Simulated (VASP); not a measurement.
# As in VASP: notebook

The runs below take As through single point, with PBE.

Everything below comes from runs of VASP 6.6.1. Logs are shortened: lines on timing, memory, paths and dates and some standing lists are left out, and cuts for length are marked.

### Step 1. The cell of the first run

The cell holds a slab with vacuum, 2 atoms: a = 3.728 Å, b = 3.728 Å, c = 28.000 Å, α = 90.00°, β = 90.00°, γ = 120.00°.

### Step 2. Single point, PBE

INCAR

```
PREC     = Accurate       # precision mode
ENCUT    = 400            # plane-wave cutoff, eV
EDIFF    = 1E-6           # SCF threshold, eV
ISMEAR   = 0              # smearing method
SIGMA    = 0.02           # smearing width, eV
LREAL    = F              # projectors in reciprocal space
LASPH    = T              # aspherical terms in the spheres
NELM     = 120            # most SCF steps
ALGO     = Normal         # electronic algorithm
ISIF     = 2              # what is computed and relaxed
LWAVE    = F              # write WAVECAR
LCHARG   = F              # write CHGCAR
LDIPOL   = T            
IDIPOL   = 3            
DIPOL    = 0.5 0.5 0.500
GGA      = PE             # functional
NBANDS   = 22             # bands
GGA_COMPAT= F            
NELMDL   = -8
```

KPOINTS

```
regular mesh
0
Gamma
  9 9 1
```

POSCAR

```
As
1.0
    3.7280000000      0.0000000000      0.0000000000
   -1.8640000000      3.2285427053      0.0000000000
    0.0000000000      0.0000000000     28.0000000000
As
2
Direct
    0.3333333333      0.6666666667      0.5212857143
    0.6666666667      0.3333333333      0.4787142857
```

Potentials or basis: VASP PAW PBE potentials, release 64 (As_d).

Launch:

```
$ cat potpaw_PBE.64/As_d/POTCAR > POTCAR
$ mpirun -np 1 vasp_std > vasp.out
```

OUTCAR:

```text
PREC = Accurate
   ENCUT = 400
   EDIFF = 1E-6
   ISMEAR = 0
   LREAL = F
   LASPH = T
   NELM = 120
   ISIF = 2
   GGA = PE
   NELMDL = -8

 ion  position               nearest neighbor table
   1  0.333  0.667  0.521-   2 2.46   2 2.46   2 2.46
   2  0.667  0.333  0.479-   1 2.46   1 2.46   1 2.46

  LATTYP: Found a hexagonal cell.
 ALAT       =     3.7280000000
 C/A-ratio  =     7.5107296137

  Lattice vectors:

 A1 = (   3.7280000000,   0.0000000000,   0.0000000000)
 A2 = (  -1.8640000000,   3.2285427053,   0.0000000000)
 A3 = (   0.0000000000,   0.0000000000,  28.0000000000)

Analysis of symmetry for initial positions (statically):
=====================================================================
 Subroutine PRICEL returns:
 Original cell was already a primitive cell.

 Routine SETGRP: Setting up the symmetry group for a
 hexagonal supercell.

 Subroutine GETGRP returns: Found 12 space group operations
 (whereof 12 operations were pure point group operations)
 out of a pool of 24 trial point group operations.

The static configuration has the point symmetry D_3d.

Analysis of symmetry for dynamics (positions and initial velocities):
=====================================================================
 Subroutine PRICEL returns:
 Original cell was already a primitive cell.

 Routine SETGRP: Setting up the symmetry group for a
 hexagonal supercell.

 Subroutine GETGRP returns: Found 12 space group operations
 (whereof 12 operations were pure point group operations)
 out of a pool of 24 trial point group operations.

The dynamic configuration has the point symmetry D_3d.

 Subroutine INISYM returns: Found 12 space group operations
 (whereof 12 operations are pure point group operations),
 and found     1 'primitive' translations

----------------------------------------------------------------------------------------

                                     Primitive cell

  volume of cell :     337.0082

  direct lattice vectors                    reciprocal lattice vectors
     3.728000000  0.000000000  0.000000000     0.268240343  0.154868634  0.000000000
    -1.864000000  3.228542705  0.000000000     0.000000000  0.309737269  0.000000000
     0.000000000  0.000000000 28.000000000     0.000000000  0.000000000  0.035714286

  length of vectors
     3.728000000  3.728000000 28.000000000     0.309737269  0.309737269  0.035714286

  position of ions in fractional coordinates (direct lattice)
     0.333333333  0.666666667  0.521285714
     0.666666667  0.333333333  0.478714286

  ion indices of the primitive-cell ions
   primitive index   ion index
                 1           1
                 2           2

----------------------------------------------------------------------------------------

 KPOINTS: regular mesh

Automatic generation of k-mesh.
 Grid dimensions read from file:
 generate k-points for:    9    9    1

 Generating k-lattice:

  Cartesian coordinates                     Fractional coordinates (reciprocal lattice)
     0.029804483  0.017207626  0.000000000     0.111111111  0.000000000  0.000000000
     0.000000000  0.034415252  0.000000000     0.000000000  0.111111111  0.000000000
     0.000000000  0.000000000  0.035714286     0.000000000  0.000000000  1.000000000

  Length of vectors
     0.034415252  0.034415252  0.035714286

  Shift w.r.t. Gamma in fractional coordinates (k-lattice)
     0.000000000  0.000000000  0.000000000

 Subroutine IBZKPT returns following result:
 ===========================================

 Found     12 irreducible k-points:

 Following reciprocal coordinates:
            Coordinates               Weight
  0.000000  0.000000  0.000000      1.000000
  0.111111  0.000000  0.000000      6.000000
  0.222222 -0.000000  0.000000      6.000000
  0.333333  0.000000  0.000000      6.000000
  0.444444 -0.000000  0.000000      6.000000
  0.111111  0.111111  0.000000      6.000000
  0.222222  0.111111  0.000000     12.000000
  0.333333  0.111111  0.000000     12.000000
  0.444444  0.111111  0.000000      6.000000
  0.222222  0.222222  0.000000      6.000000
  0.333333  0.222222  0.000000     12.000000
  0.333333  0.333333  0.000000      2.000000
   k-points           NKPTS =     12   k-points in BZ     NKDIM =     12   number of bands    NBANDS=     22
   number of dos      NEDOS =    301   number of ions     NIONS =      2
   total plane-waves  NPLWV = 110592
   dimension x,y,z NGX =    24 NGY =   24 NGZ =  192
   dimension x,y,z NGXF=    48 NGYF=   48 NGZF=  384
   ions per type =               2
   NGX,Y,Z   is equivalent  to a cutoff of  10.70, 10.70, 11.40 a.u.
   NGXF,Y,Z  is equivalent  to a cutoff of  21.41, 21.41, 22.80 a.u.
 SYSTEM =  unknown system
   PREC   = accura    normal or accurate (medium, high low for compatibility)
   ISTART =      0    job   : 0-new  1-cont  2-samecut
   ICHARG =      2    charge: 1-file 2-atom 10-const
   ISPIN  =      1    spin polarized calculation?
   LNONCOLLINEAR =      F non collinear calculations
   LSORBIT =      F    spin-orbit coupling
   LASPH  =      T    aspherical Exc in radial PAW
   ENCUT  =  400.0 eV  29.40 Ry    5.42 a.u.   6.08  6.08 45.66*2*pi/ulx,y,z
   NELM   =    120;   NELMIN=  2; NELMDL= -8     # of ELM steps
   EDIFF  = 0.1E-05   stopping-criterion for ELM
   LREAL  =      F    real-space projection
   EDIFFG = 0.1E-04   stopping-criterion for IOM
   NSW    =      0    number of steps for IOM
   IBRION =     -1    ionic relax: 0-MD 1-quasi-New 2-CG
   NFREE  =      0    steps in history (QN), initial steepest desc. (CG)
   ISIF   =      2    stress and relaxation
   ISYM   =      2    0-nonsym 1-usesym 2-fastsym
   POTIM  = 0.5000    time-step for ionic-motion
   TEBEG  =    0.0;   TEEND  =   0.0 temperature during run
   PSTRESS=    0.0 pullay stress
   NELECT =      30.0000    total number of electrons
   NUPDOWN=      -1.0000    fix difference up-down
   EMIN   =  10.00;   EMAX   =-10.00  energy-range for DOS
   EFERMI =   0.00;   METHOD = LEGACY
   ISMEAR =     0;   SIGMA  =   0.02  broadening in eV -4-tet -1-fermi 0-gaus
   EFERMI_NEDOS =   21; number of points for ismear=-14 and -15
   IALGO  =     38    algorithm
   IMIX   =      4    mixing-type and parameters
     AMIX     =   0.40;   BMIX     =  1.00
     AMIX_MAG =   1.60;   BMIX_MAG =  1.00
  volume/ion in A,a.u.               =     168.50      1137.12
  Fermi-wavevector in a.u.,A,eV,Ry     =   0.730974  1.381340  7.269900  0.534323
  Thomas-Fermi vector in A             =   1.823076
   LORBIT       =      0    0 simple, 1 ext, 2 COOP (PROOUT), +10 PAW based schemes
   GGA     = PE    functional components
   LHFCALC =     F    Hartree Fock is set to
   AEXX    =    0.0000 exact exchange contribution
   IVDW    =     0    specifies the selected vdW correction
   LEPSILON=     F    determine dielectric tensor
   LRPA    =     F    only Hartree local field effects (RPA)
 non-spin polarized calculation
 Gauss-broadening in eV      SIGMA  =   0.02
  energy-cutoff  :      400.00
  volume of cell :      337.01
 maximum number of plane-waves:      6198
   NGX = 13   NGY = 13   NGZ = 91

 dipolmoment           0.000000      0.000000     -0.000000 electrons x Angstroem

 number of electron      29.9999941 magnetization

 dipolmoment           0.000000      0.000000      0.000000 electrons x Angstroem

 Free energy of the ion-electron system (eV)
  ---------------------------------------------------
  ext. energy  EPLUGINS =         0.00000000
  ---------------------------------------------------
  free energy    TOTEN  =        -9.13853725 eV

  energy without entropy =       -9.13853725  energy(sigma->0) =       -9.13853725

 E-fermi :  -4.1447     XC(G=0):  -1.8940

 val. band max:       -4.2380806183   @ k =   0.1111   0.0000   0.0000
 cond. band min:      -3.7874703228   @ k =   0.0000   0.0000   0.0000
 fundamental gap:      0.4506102955
 Fermi energy:        -4.1447487712

 k-point     1 :       0.0000    0.0000    0.0000
  band No.  band energies     occupation
      1     -39.7661      2.00000
      2     -39.7661      2.00000
      3     -39.7211      2.00000
      4     -39.7211      2.00000
      5     -39.6392      2.00000
      6     -39.6259      2.00000
[... 14 lines left out ...]
     21       1.2051      0.00000
     22       1.4412      0.00000

 k-point     2 :       0.1111    0.0000    0.0000
  band No.  band energies     occupation
      1     -39.7668      2.00000
      2     -39.7631      2.00000
      3     -39.7190      2.00000
      4     -39.7173      2.00000
      5     -39.6422      2.00000
      6     -39.6280      2.00000
[... 14 lines left out ...]
     21       1.3749      0.00000
     22       1.6181      0.00000

 k-point     3 :       0.2222   -0.0000    0.0000
  band No.  band energies     occupation
      1     -39.7681      2.00000
      2     -39.7554      2.00000
      3     -39.7125      2.00000
      4     -39.7072      2.00000
      5     -39.6476      2.00000
      6     -39.6340      2.00000
[... 14 lines left out ...]
     21       1.8782      0.00000
     22       2.1356      0.00000

 k-point     4 :       0.3333    0.0000    0.0000
  band No.  band energies     occupation
      1     -39.7690      2.00000
      2     -39.7463      2.00000
      3     -39.7009      2.00000
      4     -39.6940      2.00000
      5     -39.6536      2.00000
      6     -39.6431      2.00000
[... 14 lines left out ...]
     21       2.7277      0.00000
     22       3.0065      0.00000

 k-point     5 :       0.4444   -0.0000    0.0000
  band No.  band energies     occupation
      1     -39.7693      2.00000
      2     -39.7406      2.00000
      3     -39.6837      2.00000
      4     -39.6822      2.00000
      5     -39.6649      2.00000
      6     -39.6526      2.00000
[... 117 lines left out ...]
 k-point    10 :       0.2222    0.2222    0.0000
  band No.  band energies     occupation
      1     -39.7726      2.00000
      2     -39.7329      2.00000
      3     -39.7028      2.00000
      4     -39.6848      2.00000
      5     -39.6543      2.00000
      6     -39.6510      2.00000
[... 14 lines left out ...]
     21       3.1462      0.00000
     22       3.4777      0.00000

 k-point    11 :       0.3333    0.2222    0.0000
  band No.  band energies     occupation
      1     -39.7740      2.00000
      2     -39.7218      2.00000
      3     -39.6962      2.00000
      4     -39.6720      2.00000
      5     -39.6635      2.00000
      6     -39.6584      2.00000
[... 14 lines left out ...]
     21       3.9064      0.00000
     22       4.0582      0.00000

 k-point    12 :       0.3333    0.3333    0.0000
  band No.  band energies     occupation
      1     -39.7752      2.00000
      2     -39.7056      2.00000
      3     -39.7056      2.00000
      4     -39.6680      2.00000
      5     -39.6615      2.00000
      6     -39.6597      2.00000
[... 14 lines left out ...]
     21       3.5583      0.00000
     22       4.6749      0.00000

------------------------ aborting loop because EDIFF is reached ----------------------------------------

 vacuum level on the upper side and lower side of the slab       (xc-potential included)        -0.007        -0.007

  FORCE on cell =-STRESS in cart. coord.  units (eV):
  Direction    XX          YY          ZZ          XY          YZ          ZX
  --------------------------------------------------------------------------------------
  -------------------------------------------------------------------------------------
  Total       -0.2132486     -0.2132486      2.3921605      0.0000000      0.0000000      0.0000000
  in kB       -1.0138095     -1.0138095     11.3726175      0.0000000      0.0000000      0.0000000
  external PRESSURE =       3.1149995 kB  Pullay stress =       0.0000000 kB

 VOLUME and BASIS-vectors are now :
 -----------------------------------------------------------------------------
  energy-cutoff  :      400.00
  volume of cell :      337.01
      direct lattice vectors                 reciprocal lattice vectors
     3.728000000  0.000000000  0.000000000     0.268240343  0.154868634  0.000000000
    -1.864000000  3.228542705  0.000000000     0.000000000  0.309737269  0.000000000
     0.000000000  0.000000000 28.000000000     0.000000000  0.000000000  0.035714286

 POSITION                                       TOTAL-FORCE (eV/Angst)
 -----------------------------------------------------------------------------------
     -0.00000      2.15236     14.59600         0.000000      0.000000      2.066744
      1.86400      1.07618     13.40400        -0.000000      0.000000     -2.066744
 -----------------------------------------------------------------------------------
    total drift:                               -0.000000      0.000000      0.000000

  FREE ENERGIE OF THE ION-ELECTRON SYSTEM (eV)
  ---------------------------------------------------
  free  energy   TOTEN  =        -9.1385372466 eV

  energy  without entropy=       -9.1385372466  energy(sigma->0) =       -9.13853725

 vacuum level on the upper side and lower side of the slab         1.082         1.082
```

Wall time 58 s (1 thread of AMD EPYC 9R45 (Zen 5), shared host); peak memory 0.29 GiB.

What came out:

```yaml
Free_energy: -9.1385 eV
Largest_force: 2.067 eV/Å
```

Forces on the atoms (eV/Å):
```
As   0.000  0.000  2.067
As   0.000  0.000 -2.067
```

### Step 3. Single point, PBE

INCAR

```
SYSTEM = As
PREC = Accurate
ENCUT = 400
EDIFF = 1E-6
ISMEAR = 0
SIGMA = 0.02
LREAL = .FALSE.
LASPH = .TRUE.
NELM = 120
ALGO = Normal
ISIF = 2
LWAVE = .FALSE.
LCHARG = .FALSE.
LDIPOL = .TRUE.
IDIPOL = 3
DIPOL = 0.5 0.5 0.500
GGA = PE
NBANDS = 22
GGA_COMPAT = .FALSE.
NELMDL = -8
```

KPOINTS

```
Automatic mesh
0
G
  9 9 1
  0 0 0
```

POSCAR

```
As
1.0
    3.7280000000      0.0000000000      0.0000000000
   -1.8640000000      3.2285427053      0.0000000000
    0.0000000000      0.0000000000     28.0000000000
As
2
Direct
    0.3333333333      0.6666666667      0.5372500000
    0.6666666667      0.3333333333      0.4627500000
```

Potentials or basis: VASP PAW PBE potentials, release 64 (As_d).

Launch:

```
$ cat potpaw_PBE.64/As_d/POTCAR > POTCAR
$ mpirun -np 1 vasp_std > vasp.out
```

OUTCAR:

```text
SYSTEM = As
   PREC = Accurate
   ENCUT = 400
   EDIFF = 1E-6
   ISMEAR = 0
   LREAL = .FALSE.
   LASPH = .TRUE.
   NELM = 120
   ISIF = 2
   GGA = PE
   NELMDL = -8

 ion  position               nearest neighbor table
   1  0.333  0.667  0.537-
   2  0.667  0.333  0.463-

  LATTYP: Found a hexagonal cell.
 ALAT       =     3.7280000000
 C/A-ratio  =     7.5107296137

  Lattice vectors:

 A1 = (   3.7280000000,   0.0000000000,   0.0000000000)
 A2 = (  -1.8640000000,   3.2285427053,   0.0000000000)
 A3 = (   0.0000000000,   0.0000000000,  28.0000000000)

Analysis of symmetry for initial positions (statically):
=====================================================================
 Subroutine PRICEL returns:
 Original cell was already a primitive cell.

 Routine SETGRP: Setting up the symmetry group for a
 hexagonal supercell.

 Subroutine GETGRP returns: Found 12 space group operations
 (whereof 12 operations were pure point group operations)
 out of a pool of 24 trial point group operations.

The static configuration has the point symmetry D_3d.

Analysis of symmetry for dynamics (positions and initial velocities):
=====================================================================
 Subroutine PRICEL returns:
 Original cell was already a primitive cell.

 Routine SETGRP: Setting up the symmetry group for a
 hexagonal supercell.

 Subroutine GETGRP returns: Found 12 space group operations
 (whereof 12 operations were pure point group operations)
 out of a pool of 24 trial point group operations.

The dynamic configuration has the point symmetry D_3d.

 Subroutine INISYM returns: Found 12 space group operations
 (whereof 12 operations are pure point group operations),
 and found     1 'primitive' translations

----------------------------------------------------------------------------------------

                                     Primitive cell

[... 97 lines left out ...]
     AMIX_MAG =   1.60;   BMIX_MAG =  1.00
  volume/ion in A,a.u.               =     168.50      1137.12
  Fermi-wavevector in a.u.,A,eV,Ry     =   0.730974  1.381340  7.269900  0.534323
  Thomas-Fermi vector in A             =   1.823076
   LORBIT       =      0    0 simple, 1 ext, 2 COOP (PROOUT), +10 PAW based schemes
   GGA     = PE    functional components
   LHFCALC =     F    Hartree Fock is set to
   AEXX    =    0.0000 exact exchange contribution
   IVDW    =     0    specifies the selected vdW correction
   LEPSILON=     F    determine dielectric tensor
   LRPA    =     F    only Hartree local field effects (RPA)
 non-spin polarized calculation
 Gauss-broadening in eV      SIGMA  =   0.02
  energy-cutoff  :      400.00
  volume of cell :      337.01
 maximum number of plane-waves:      6198
   NGX = 13   NGY = 13   NGZ = 91

 number of electron      29.9999944 magnetization

 dipolmoment           0.000000      0.000000      0.000000 electrons x Angstroem

 Free energy of the ion-electron system (eV)
  ---------------------------------------------------
  ext. energy  EPLUGINS =         0.00000000
  ---------------------------------------------------
  free energy    TOTEN  =        -7.34588987 eV

  energy without entropy =       -7.34588987  energy(sigma->0) =       -7.34588987

 E-fermi :  -3.1706     XC(G=0):  -2.0827

 val. band max:       -3.2711327170   @ k =   0.2222  -0.0000   0.0000
 cond. band min:      -3.0789907549   @ k =   0.3333   0.2222   0.0000
 fundamental gap:      0.1921419621
 Fermi energy:        -3.1706169489

 k-point     1 :       0.0000    0.0000    0.0000
  band No.  band energies     occupation
      1     -39.3499      2.00000
      2     -39.3499      2.00000
      3     -39.3446      2.00000
      4     -39.3425      2.00000
      5     -39.3425      2.00000
      6     -39.3371      2.00000
[... 289 lines left out ...]
     21       4.4050      0.00000
     22       4.8314      0.00000

------------------------ aborting loop because EDIFF is reached ----------------------------------------

 vacuum level on the upper side and lower side of the slab       (xc-potential included)        -0.006        -0.006

  FORCE on cell =-STRESS in cart. coord.  units (eV):
  Direction    XX          YY          ZZ          XY          YZ          ZX
  --------------------------------------------------------------------------------------
  -------------------------------------------------------------------------------------
  Total       -3.0763527     -3.0763527     -7.7642488      0.0000000      0.0000000      0.0000000
  in kB      -14.6253490    -14.6253490    -36.9121682      0.0000000      0.0000000      0.0000000
  external PRESSURE =     -22.0542887 kB  Pullay stress =       0.0000000 kB

 VOLUME and BASIS-vectors are now :
 -----------------------------------------------------------------------------
  energy-cutoff  :      400.00
  volume of cell :      337.01
      direct lattice vectors                 reciprocal lattice vectors
     3.728000000  0.000000000  0.000000000     0.268240343  0.154868634  0.000000000
    -1.864000000  3.228542705  0.000000000     0.000000000  0.309737269  0.000000000
     0.000000000  0.000000000 28.000000000     0.000000000  0.000000000  0.035714286

 POSITION                                       TOTAL-FORCE (eV/Angst)
 -----------------------------------------------------------------------------------
     -0.00000      2.15236     15.04300        -0.000000      0.000000     -3.686536
      1.86400      1.07618     12.95700         0.000000     -0.000000      3.686536
 -----------------------------------------------------------------------------------
    total drift:                               -0.000000      0.000000     -0.000000

  FREE ENERGIE OF THE ION-ELECTRON SYSTEM (eV)
  ---------------------------------------------------
  free  energy   TOTEN  =        -7.3458898750 eV

  energy  without entropy=       -7.3458898750  energy(sigma->0) =       -7.34588987

 vacuum level on the upper side and lower side of the slab         0.968         0.968
```

Wall time 48 s (1 thread of AMD EPYC 9R45 (Zen 5), shared host); peak memory 0.29 GiB.

Results:

| Quantity | Value |
| --- | --- |
| Free energy | -7.3459 eV |
| Largest force | 3.687 eV/Å |
| Band gap on the k mesh | zero (bands 15 and 16 overlap by 0.93 eV) |

Forces on the atoms (eV/Å):
```
As   0.000  0.000 -3.687
As   0.000  0.000  3.687
```

The gap in the log of VASP goes by the Fermi energy; the results here count the filled bands.